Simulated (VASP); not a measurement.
# CdO (Fm-3m) in VASP: single point with HF

Aim: the single point of CdO with HF.

All numbers are computed with VASP 6.6.1; they aren't measurements. Logs are shortened: lines on timing, memory, paths and dates and some standing lists are left out, and cuts for length are marked.

### 1 The cell of the first run

Symmetry: Fm-3m, No. 225, cubic system. The conventional cell has a = 4.691 Å, b = 4.691 Å, c = 4.691 Å, α = 90.00°, β = 90.00°, γ = 90.00°. Within 3.1 Å of Cd (site symmetry m-3m) lie 6 O at 2.35 Å. O (site symmetry m-3m) has 6 Cd at 2.35 Å within 3.1 Å.

### 2 Single point, HF

POSCAR reads:

```
CdO
1.0
    0.0000000000      2.3453408955      2.3453408955
    2.3453408955      0.0000000000      2.3453408955
    2.3453408955      2.3453408955      0.0000000000
Cd O
1 1
Direct
    0.0000000000      0.0000000000      0.0000000000
    0.5000000000      0.5000000000      0.5000000000
```

INCAR.step1 reads:

```
SYSTEM = CdO
ALGO = Normal
EDIFF = 1E-5
ENCUT = 520
GGA = PE
GGA_COMPAT = .FALSE.
ISIF = 2
ISMEAR = 0
LASPH = .TRUE.
LCHARG = .FALSE.
LREAL = .FALSE.
LWAVE = .TRUE.
NBANDS = 16
NELM = 120
PREC = Accurate
SIGMA = 0.1
```

INCAR.step2 reads:

```
SYSTEM = CdO
AEXX = 1.0
AGGAC = 0.0
ALDAC = 0.0
ALGO = Normal
EDIFF = 1E-6
ENCUT = 520
GGA = PE
GGA_COMPAT = .FALSE.
ISIF = 2
ISMEAR = 0
ISTART = 1
LASPH = .TRUE.
LCHARG = .FALSE.
LHFCALC = .TRUE.
LREAL = .FALSE.
LWAVE = .FALSE.
NBANDS = 16
NELM = 120
PREC = Accurate
PRECFOCK = Normal
SIGMA = 0.1
```

KPOINTS reads:

```
k-points
0
G
  6 6 6
  0 0 0
```

Potentials or basis: VASP PAW PBE potentials, release 64 (Cd, O).

Run with:

```console
$ cat potpaw_PBE.64/Cd/POTCAR potpaw_PBE.64/O/POTCAR > POTCAR
$ cp INCAR.step1 INCAR
$ mpirun -np 1 vasp_std > vasp.out
$ cp INCAR.step2 INCAR
$ mpirun -np 1 vasp_std > vasp.out
```

OUTCAR:

```text
SYSTEM = CdO
   AEXX = 1.0
   EDIFF = 1E-6
   ENCUT = 520
   GGA = PE
   ISIF = 2
   ISMEAR = 0
   ISTART = 1
   LASPH = .TRUE.
   LHFCALC = .TRUE.
   LREAL = .FALSE.
   NELM = 120
   PREC = Accurate
   PRECFOCK = Normal

 ion  position               nearest neighbor table
   1  0.000  0.000  0.000-   2 2.35   2 2.35   2 2.35   2 2.35   2 2.35   2 2.35
   2  0.500  0.500  0.500-   1 2.35   1 2.35   1 2.35   1 2.35   1 2.35   1 2.35

  LATTYP: Found a face centered cubic cell.
 ALAT       =     4.6906817910

  Lattice vectors:

 A1 = (   0.0000000000,   2.3453408955,   2.3453408955)
 A2 = (   2.3453408955,   0.0000000000,   2.3453408955)
 A3 = (   2.3453408955,   2.3453408955,   0.0000000000)

Analysis of symmetry for initial positions (statically):
=====================================================================
 Subroutine PRICEL returns:
 Original cell was already a primitive cell.

 Routine SETGRP: Setting up the symmetry group for a
 face centered cubic supercell.

 Subroutine GETGRP returns: Found 48 space group operations
 (whereof 48 operations were pure point group operations)
 out of a pool of 48 trial point group operations.

The static configuration has the point symmetry O_h .

Analysis of symmetry for dynamics (positions and initial velocities):
=====================================================================
 Subroutine PRICEL returns:
 Original cell was already a primitive cell.

 Routine SETGRP: Setting up the symmetry group for a
 face centered cubic supercell.

 Subroutine GETGRP returns: Found 48 space group operations
 (whereof 48 operations were pure point group operations)
 out of a pool of 48 trial point group operations.

The dynamic configuration has the point symmetry O_h .

 Subroutine INISYM returns: Found 48 space group operations
 (whereof 48 operations are pure point group operations),
 and found     1 'primitive' translations

----------------------------------------------------------------------------------------

                                     Primitive cell

  volume of cell :      25.8017

  direct lattice vectors                    reciprocal lattice vectors
     0.000000000  2.345340896  2.345340896    -0.213188625  0.213188625  0.213188625
     2.345340896  0.000000000  2.345340896     0.213188625 -0.213188625  0.213188625
     2.345340896  2.345340896  0.000000000     0.213188625  0.213188625 -0.213188625

  length of vectors
     3.316812903  3.316812903  3.316812903     0.369253530  0.369253530  0.369253530

  position of ions in fractional coordinates (direct lattice)
     0.000000000  0.000000000  0.000000000
     0.500000000  0.500000000  0.500000000

  ion indices of the primitive-cell ions
   primitive index   ion index
                 1           1
                 2           2

----------------------------------------------------------------------------------------

 KPOINTS: k-points

Automatic generation of k-mesh.
 Grid dimensions read from file:
 generate k-points for:    6    6    6

 Generating k-lattice:

  Cartesian coordinates                     Fractional coordinates (reciprocal lattice)
    -0.035531437  0.035531437  0.035531437     0.166666667  0.000000000  0.000000000
     0.035531437 -0.035531437  0.035531437     0.000000000  0.166666667  0.000000000
     0.035531437  0.035531437 -0.035531437     0.000000000  0.000000000  0.166666667

  Length of vectors
     0.061542255  0.061542255  0.061542255

  Shift w.r.t. Gamma in fractional coordinates (k-lattice)
     0.000000000  0.000000000  0.000000000

 Subroutine IBZKPT returns following result:
 ===========================================

 Found     16 irreducible k-points:

 Following reciprocal coordinates:
            Coordinates               Weight
  0.000000  0.000000  0.000000      1.000000
  0.166667  0.000000  0.000000      8.000000
  0.333333  0.000000  0.000000      8.000000
  0.500000  0.000000  0.000000      4.000000
  0.166667  0.166667  0.000000      6.000000
  0.333333  0.166667  0.000000     24.000000
[... 8 lines left out ...]
 -0.333333  0.333333  0.166667     24.000000
 -0.333333  0.500000  0.166667     12.000000
   k-points           NKPTS =     16   k-points in BZ     NKDIM =    216   number of bands    NBANDS=     16
   number of dos      NEDOS =    301   number of ions     NIONS =      2
   total plane-waves  NPLWV =  21952
   dimension x,y,z NGX =    28 NGY =   28 NGZ =   28
   dimension x,y,z NGXF=    56 NGYF=   56 NGZF=   56
   ions per type =               1   1
   NGX,Y,Z   is equivalent  to a cutoff of  14.03, 14.03, 14.03 a.u.
   NGXF,Y,Z  is equivalent  to a cutoff of  28.07, 28.07, 28.07 a.u.
 SYSTEM =  CdO
   PREC   = accura    normal or accurate (medium, high low for compatibility)
   ISTART =      1    job   : 0-new  1-cont  2-samecut
   ICHARG =      0    charge: 1-file 2-atom 10-const
   ISPIN  =      1    spin polarized calculation?
   LNONCOLLINEAR =      F non collinear calculations
   LSORBIT =      F    spin-orbit coupling
   LASPH  =      T    aspherical Exc in radial PAW
   ENCUT  =  520.0 eV  38.22 Ry    6.18 a.u.   6.17  6.17  6.17*2*pi/ulx,y,z
   NELM   =    120;   NELMIN=  2; NELMDL=  0     # of ELM steps
   EDIFF  = 0.1E-05   stopping-criterion for ELM
   LREAL  =      F    real-space projection
   EDIFFG = 0.1E-04   stopping-criterion for IOM
   NSW    =      0    number of steps for IOM
   IBRION =     -1    ionic relax: 0-MD 1-quasi-New 2-CG
   NFREE  =      0    steps in history (QN), initial steepest desc. (CG)
   ISIF   =      2    stress and relaxation
   ISYM   =      3    0-nonsym 1-usesym 2-fastsym
   POTIM  = 0.5000    time-step for ionic-motion
   TEBEG  =    0.0;   TEEND  =   0.0 temperature during run
   PSTRESS=    0.0 pullay stress
   NELECT =      18.0000    total number of electrons
   NUPDOWN=      -1.0000    fix difference up-down
   EMIN   =  10.00;   EMAX   =-10.00  energy-range for DOS
   EFERMI =   0.00;   METHOD = LEGACY
   ISMEAR =     0;   SIGMA  =   0.10  broadening in eV -4-tet -1-fermi 0-gaus
   EFERMI_NEDOS =   21; number of points for ismear=-14 and -15
   IALGO  =     38    algorithm
   IMIX   =      1    mixing-type and parameters
     AMIX     =   0.40;   BMIX     =  1.00
     AMIX_MAG =   1.60;   BMIX_MAG =  1.00
  volume/ion in A,a.u.               =      12.90        87.06
  Fermi-wavevector in a.u.,A,eV,Ry     =   1.451943  2.743775 28.682982  2.108140
  Thomas-Fermi vector in A             =   2.569382
   LORBIT       =      0    0 simple, 1 ext, 2 COOP (PROOUT), +10 PAW based schemes
   GGA     = PE    functional components
   LHFCALC =     T    Hartree Fock is set to
   PRECFOCK=normal    Normal, Fast or Accurate (Low or Medium for compatibility)
   ENCUT4O =  -1.0   cutoff for four orbital integrals eV
   NKREDX  =     1    reduce k-point grid by
   NKREDY  =     1    reduce k-point grid by
   NKREDZ  =     1    reduce k-point grid by
   AEXX    =    1.0000 exact exchange contribution
   HFSCREEN=    0.0000 screening length (either q_TF or 0.3 A-1)
   HFSCREENC=   0.0000 screening length for correlation (either q_TF or 0.3 A-1)
   ENCUTFOCK=  -1.0 apply spherical cutoff to Coloumb kernel
   IVDW    =     0    specifies the selected vdW correction
   LEPSILON=     F    determine dielectric tensor
   LRPA    =     F    only Hartree local field effects (RPA)
 non-spin polarized calculation
 Gauss-broadening in eV      SIGMA  =   0.10
  energy-cutoff  :      520.00
  volume of cell :       25.80
 maximum number of plane-waves:       725
 NGX is ok and might be reduce to    28
  NGX = 20; NGY = 20; NGZ = 20

 number of electron      18.0000003 magnetization

 Free energy of the ion-electron system (eV)
  ---------------------------------------------------
  ext. energy  EPLUGINS =         0.00000000
  ---------------------------------------------------
  free energy    TOTEN  =       -17.86616840 eV

  energy without entropy =      -17.86616840  energy(sigma->0) =      -17.86616840

 E-fermi :  -2.0602     XC(G=0):   0.0000

 val. band max:       -2.6430532006   @ k =   0.5000   0.0000   0.0000
 cond. band min:       6.5253976039   @ k =   0.0000   0.0000   0.0000
 fundamental gap:      9.1684508044
 Fermi energy:        -2.0601967824

 k-point     1 :       0.0000    0.0000    0.0000
  band No.  band energies     occupation
      1     -26.0892      2.00000
      2     -12.1752      2.00000
      3     -12.1752      2.00000
      4     -12.1752      2.00000
      5     -12.0813      2.00000
      6     -12.0813      2.00000
[... 8 lines left out ...]
     15      28.2662      0.00000
     16      28.2662      0.00000

 k-point     2 :       0.1667    0.0000    0.0000
  band No.  band energies     occupation
      1     -25.8763      2.00000
      2     -12.3585      2.00000
      3     -12.3585      2.00000
      4     -12.2775      2.00000
      5     -12.0334      2.00000
      6     -12.0334      2.00000
[... 8 lines left out ...]
     15      27.7889      0.00000
     16      27.7889      0.00000

 k-point     3 :       0.3333    0.0000    0.0000
  band No.  band energies     occupation
      1     -25.4211      2.00000
      2     -12.8234      2.00000
      3     -12.8234      2.00000
      4     -12.6414      2.00000
      5     -11.7762      2.00000
      6     -11.7762      2.00000
[... 8 lines left out ...]
     15      29.4507      0.00000
     16      29.4507      0.00000

 k-point     4 :       0.5000    0.0000    0.0000
  band No.  band energies     occupation
      1     -25.1756      2.00000
      2     -13.0343      2.00000
      3     -13.0343      2.00000
      4     -12.9212      2.00000
      5     -11.6436      2.00000
      6     -11.6436      2.00000
[... 8 lines left out ...]
     15      30.3077      0.00000
     16      31.7081      0.00000
[... 172 lines left out ...]
 k-point    14 :       0.5000    0.3333    0.1667
  band No.  band energies     occupation
      1     -25.3169      2.00000
      2     -12.6069      2.00000
      3     -12.5150      2.00000
      4     -12.3980      2.00000
      5     -11.7027      2.00000
      6     -11.6041      2.00000
[... 8 lines left out ...]
     15      30.2665      0.00000
     16      33.0320      0.00000

 k-point    15 :      -0.3333    0.3333    0.1667
  band No.  band energies     occupation
      1     -25.2203      2.00000
      2     -12.7195      2.00000
      3     -12.3604      2.00000
      4     -12.3371      2.00000
      5     -11.6096      2.00000
      6     -11.5711      2.00000
[... 8 lines left out ...]
     15      28.2675      0.00000
     16      34.3865      0.00000

 k-point    16 :      -0.3333    0.5000    0.1667
  band No.  band energies     occupation
      1     -25.2657      2.00000
      2     -12.4444      2.00000
      3     -12.3935      2.00000
      4     -11.9262      2.00000
      5     -11.4711      2.00000
      6     -11.3678      2.00000
[... 8 lines left out ...]
     15      30.2340      0.00000
     16      34.7764      0.00000

------------------------ aborting loop because EDIFF is reached ----------------------------------------

  FORCE on cell =-STRESS in cart. coord.  units (eV):
  Direction    XX          YY          ZZ          XY          YZ          ZX
  --------------------------------------------------------------------------------------
  -------------------------------------------------------------------------------------
  Total        1.0315417      1.0315417      1.0315417      0.0000000      0.0000000     -0.0000000
  in kB       64.0544726     64.0544726     64.0544726      0.0000000      0.0000000     -0.0000000
  external PRESSURE =      64.0544726 kB  Pullay stress =       0.0000000 kB

 VOLUME and BASIS-vectors are now :
 -----------------------------------------------------------------------------
  energy-cutoff  :      520.00
  volume of cell :       25.80
      direct lattice vectors                 reciprocal lattice vectors
     0.000000000  2.345340896  2.345340896    -0.213188625  0.213188625  0.213188625
     2.345340896  0.000000000  2.345340896     0.213188625 -0.213188625  0.213188625
     2.345340896  2.345340896  0.000000000     0.213188625  0.213188625 -0.213188625

 POSITION                                       TOTAL-FORCE (eV/Angst)
 -----------------------------------------------------------------------------------
      0.00000      0.00000      0.00000        -0.000000     -0.000000     -0.000000
      2.34534      2.34534      2.34534         0.000000      0.000000      0.000000
 -----------------------------------------------------------------------------------
    total drift:                                0.000000      0.000000      0.000000

  FREE ENERGIE OF THE ION-ELECTRON SYSTEM (eV)
  ---------------------------------------------------
  free  energy   TOTEN  =       -17.8661683989 eV

  energy  without entropy=      -17.8661683989  energy(sigma->0) =      -17.86616840
```

It took 51 min on 1 thread of Intel Xeon Platinum 8559C (Emerald Rapids), shared host; peak memory 0.18 GiB.

What came out:

- Free energy: -17.8662 eV
- Pressure: 6.4 GPa
- Band gap on the k mesh: 9.17 eV (least direct gap 10.64 eV)

Levels at points of the mesh, in eV from the valence-band top:
```
           k point  band 7  band 8  band 9  band 10  band 11  band 12
(0.00, 0.00, 0.00)   -1.48   -1.48   -1.48     9.17    25.30    27.89
(0.50, 0.00, 0.00)   -4.75    0.00    0.00    14.28    19.08    22.96
(0.50, 0.50, 0.00)   -5.15   -2.77   -2.77    14.68    19.87    21.14
```

Caveat: the cell stands under pressure; the PAW data sets were made with another functional, which shifts forces and pressure a little. A k mesh can miss the band edges.
